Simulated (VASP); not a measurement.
# Fe (Fmmm) in VASP: single point with LDA

Aim: the single point of Fe with LDA.

All numbers are computed with VASP 6.6.1; they aren't measurements. Logs are shortened: lines on timing, memory, paths and dates and some standing lists are left out, and cuts for length are marked.

## 1. The cell of the first run

It takes space group Fmmm (No. 69, orthorhombic). Conventional cell: a = 2.997 Å, b = 3.883 Å, c = 3.930 Å, α = 90.00°, β = 90.00°, γ = 90.00°. Fe (site symmetry mmm) has 14 Fe at 2.45 to 3.00 Å within 3.2 Å.

## 2. Single point, LDA, collinear spin, ferromagnetic start

Contents of INCAR:

```
SYSTEM = Fe
PREC = Accurate ; ENCUT = 520
EDIFF = 1E-7 ; ISMEAR = -1
SIGMA = 0.1 ; LREAL = .False.
LASPH = .True. ; NELM = 150
ALGO = Normal ; ISIF = 2
LWAVE = .False. ; LCHARG = .True.
ISPIN = 2 ; MAGMOM = 2.2
LORBIT = 11 ; LMAXMIX = 4
GGA = CA ; LELF = .True.
LVHAR = .True. ; NBANDS = 14
```

Contents of KPOINTS:

```
Automatic mesh
0
Gamma
  12 12 12
  0 0 0
```

Contents of POSCAR:

```
Fe
1.0
    0.0000000000      1.9417396906      1.9651051623
    1.4984397099      0.0000000000      1.9651051623
    1.4984397099      1.9417396906      0.0000000000
Fe
1
Direct
    0.0000000000      0.0000000000      0.0000000000
```

Potentials or basis: VASP PAW LDA potentials, release 64 (Fe).

The run is started by

```
$ cat potpaw_LDA.64/Fe/POTCAR > POTCAR
$ mpirun -np 1 vasp_std > vasp.out
```

OUTCAR:

```text
SYSTEM = Fe
   PREC = Accurate
   ENCUT = 520
   EDIFF = 1E-7
   ISMEAR = -1
   LREAL = .False.
   LASPH = .True.
   NELM = 150
   ISIF = 2
   ISPIN = 2
   LORBIT = 11
   GGA = CA

 ion  position               nearest neighbor table
   1  0.000  0.000  0.000-

  LATTYP: Found a face centered orthorhombic cell.
 ALAT       =     2.9968794198
 B/A-ratio  =     1.2958410524
 C/A-ratio  =     1.3114342535

  Lattice vectors:

 A1 = (   0.0000000000,   1.9417396906,   1.9651051623)
 A2 = (   1.4984397099,   0.0000000000,   1.9651051623)
 A3 = (   1.4984397099,   1.9417396906,   0.0000000000)

Analysis of symmetry for initial positions (statically):
=====================================================================
 Subroutine PRICEL returns:
 Original cell was already a primitive cell.

 Routine SETGRP: Setting up the symmetry group for a
 face centered orthorhombic supercell.

 Subroutine GETGRP returns: Found  8 space group operations
 (whereof  8 operations were pure point group operations)
 out of a pool of  8 trial point group operations.

The static configuration has the point symmetry D_2h.

Analysis of symmetry for dynamics (positions and initial velocities):
=====================================================================
 Subroutine PRICEL returns:
 Original cell was already a primitive cell.

 Routine SETGRP: Setting up the symmetry group for a
 face centered orthorhombic supercell.

 Subroutine GETGRP returns: Found  8 space group operations
 (whereof  8 operations were pure point group operations)
 out of a pool of  8 trial point group operations.

The dynamic configuration has the point symmetry D_2h.

Analysis of structural, dynamic, and magnetic symmetry:
=====================================================================
 Subroutine PRICEL returns:
 Original cell was already a primitive cell.

 Routine SETGRP: Setting up the symmetry group for a
 face centered orthorhombic supercell.

 Subroutine GETGRP returns: Found  8 space group operations
 (whereof  8 operations were pure point group operations)
 out of a pool of  8 trial point group operations.

The overall configuration has the point symmetry D_2h.

 Subroutine INISYM returns: Found  8 space group operations
 (whereof  8 operations are pure point group operations),
 and found     1 'primitive' translations

----------------------------------------------------------------------------------------

                                     Primitive cell

  volume of cell :      11.4353

  direct lattice vectors                    reciprocal lattice vectors
[... 117 lines left out ...]
  energy-cutoff  :      520.00
  volume of cell :       11.44
 maximum number of plane-waves:       337
 NGX is ok and might be reduce to    24
   NGX = 11   NGY =  9   NGZ =  9

 number of electron       8.0000000 magnetization       2.1216672

 Free energy of the ion-electron system (eV)
  ---------------------------------------------------
  ext. energy  EPLUGINS =         0.00000000
  ---------------------------------------------------
  free energy    TOTEN  =        -9.15340114 eV

  energy without entropy =       -9.11741143  energy(sigma->0) =       -9.13540628

 E-fermi :   5.6344     XC(G=0): -13.3797

 val. band max:        5.6310470697   @ k =   0.1667  -0.0000   0.0833
 cond. band min:       5.6344751204   @ k =  -0.3333   0.0833   0.1667
 fundamental gap:      0.0034280507
 Fermi energy:         5.6343504688

 spin component 1

 k-point     1 :       0.0000    0.0000    0.0000
  band No.  band energies     occupation
      1      -2.8725      1.00000
      2       3.1916      1.00000
      3       3.2913      1.00000
      4       3.6552      1.00000
      5       4.4426      0.99999
      6       4.8532      0.99960
      7      29.3361      0.00000
      8      30.8195      0.00000
      9      31.0804      0.00000
     10      35.0460      0.00000
     11      36.1111      0.00000
     12      36.2989      0.00000
     13      36.7698      0.00000
     14      36.8521      0.00000
[... 379 lines left out ...]
      3       3.5810      1.00000
      4       4.5208      0.99999
      5       5.2136      0.98534
      6       8.6604      0.00000
      7      12.7821      0.00000
      8      19.8635      0.00000
      9      25.3888      0.00000
     10      31.8731      0.00000
     11      35.5262      0.00000
     12      38.2787      0.00000
     13      43.6153      0.00000
     14      46.3468      0.00000

 [... further k-points ...]

 spin component 2

 k-point     1 :       0.0000    0.0000    0.0000
  band No.  band energies     occupation
      1      -2.4979      1.00000
      2       4.8817      0.99946
      3       5.0100      0.99806
      4       5.4738      0.83279
      5       6.5894      0.00007
      6       7.1433      0.00000
      7      29.4834      0.00000
      8      30.9926      0.00000
      9      31.2723      0.00000
     10      35.6090      0.00000
     11      36.4681      0.00000
     12      37.1213      0.00000
     13      37.5762      0.00000
     14      37.6630      0.00000
[... 379 lines left out ...]
      3       4.8525      0.99960
      4       6.5780      0.00008
      5       7.3214      0.00000
      6       9.9344      0.00000
      7      14.0025      0.00000
      8      20.5654      0.00000
      9      25.9491      0.00000
     10      32.3913      0.00000
     11      35.9759      0.00000
     12      38.9036      0.00000
     13      44.3773      0.00000
     14      46.7690      0.00000

 [... further k-points ...]
[... 5 lines left out ...]
  --------------------------------------------------------------------------------------
  -------------------------------------------------------------------------------------
  Total       -1.7409945     -1.0872808     -1.2306011      0.0000000      0.0000000      0.0000000
  in kB     -243.9281394   -152.3372909   -172.4176908      0.0000000      0.0000000      0.0000000
  external PRESSURE =    -189.5610404 kB  Pullay stress =       0.0000000 kB

 VOLUME and BASIS-vectors are now :
 -----------------------------------------------------------------------------
  energy-cutoff  :      520.00
  volume of cell :       11.44
      direct lattice vectors                 reciprocal lattice vectors
     0.000000000  1.941739691  1.965105162    -0.333680426  0.257501045  0.254439309
     1.498439710  0.000000000  1.965105162     0.333680426 -0.257501045  0.254439309
     1.498439710  1.941739691  0.000000000     0.333680426  0.257501045 -0.254439309

 POSITION                                       TOTAL-FORCE (eV/Angst)
 -----------------------------------------------------------------------------------
      0.00000      0.00000      0.00000         0.000000      0.000000     -0.000000
 -----------------------------------------------------------------------------------
    total drift:                                0.000000      0.000000      0.000000

  FREE ENERGIE OF THE ION-ELECTRON SYSTEM (eV)
  ---------------------------------------------------
  free  energy   TOTEN  =        -9.1534011385 eV

  energy  without entropy=       -9.1174114253  energy(sigma->0) =       -9.13540628

 total charge

# of ion       s       p       d       tot
------------------------------------------
    1        0.487   0.529   6.251   7.267

 magnetization (x)

# of ion       s       p       d       tot
------------------------------------------
    1       -0.010  -0.033   2.140   2.097
```

OSZICAR:

```text
N       E                     dE             d eps       ncg     rms          rms(c)
DAV:   1     0.210017390881E+02    0.21002E+02   -0.37798E+03 17158   0.711E+02
DAV:   2    -0.945301053191E+01   -0.30455E+02   -0.28114E+02 17204   0.130E+02
DAV:   3    -0.104023807973E+02   -0.94937E+00   -0.94097E+00 19094   0.240E+01
DAV:   4    -0.104058430486E+02   -0.34623E-02   -0.34619E-02 18392   0.129E+00
DAV:   5    -0.104058621978E+02   -0.19149E-04   -0.19149E-04 19072   0.997E-02    0.114E+01
DAV:   6    -0.928018430957E+01    0.11257E+01   -0.11557E+01 20042   0.415E+01    0.607E+00
DAV:   7    -0.917009809468E+01    0.11009E+00   -0.93348E-01 19658   0.113E+01    0.320E+00
DAV:   8    -0.916193108121E+01    0.81670E-02   -0.55444E-03 18794   0.448E-01    0.130E+00
DAV:   9    -0.915366998085E+01    0.82611E-02   -0.60430E-03 21756   0.442E-01    0.398E-01
DAV:  10    -0.915336150670E+01    0.30847E-03   -0.30707E-04 19394   0.220E-01    0.102E-01
DAV:  11    -0.915339811066E+01   -0.36604E-04   -0.18516E-04 18690   0.116E-01    0.288E-02
DAV:  12    -0.915340007727E+01   -0.19666E-05   -0.19867E-06 18698   0.163E-02    0.115E-02
DAV:  13    -0.915340118019E+01   -0.11029E-05   -0.91585E-07 17658   0.645E-03    0.630E-03
DAV:  14    -0.915340113854E+01    0.41648E-07   -0.20816E-07 14280   0.454E-03
   1 F= -.91534011E+01 E0= -.91354063E+01  d E =-.359897E-01  mag=     2.1220
```

stdout:

```text
POSCAR found type information on POSCAR Fe
 POSCAR found :  1 types and       1 ions
 scaLAPACK will be used
 LDA part: xc-table for (Slater(with rela. corr.)+CA(PZ))
 , standard interpolation
 POSCAR, INCAR and KPOINTS ok, starting setup
 FFT: planning ... GRIDC
 FFT: planning ... GRID_SOFT
 FFT: planning ... GRID
 WAVECAR not read
 entering main loop
```

Run time: 46 s. Hardware: 1 thread of Intel Xeon Platinum 8488C (Sapphire Rapids), shared host; peak memory 0.18 GiB.

What came out:

```
Free energy                                           : -9.1534 eV
Pressure                                              : -19.0 GPa
Net moment                                            : 2.12 μB per cell
Site moments                                          : Fe +2.10 μB
Valence electrons inside the program's atomic spheres : Fe 7.27
```
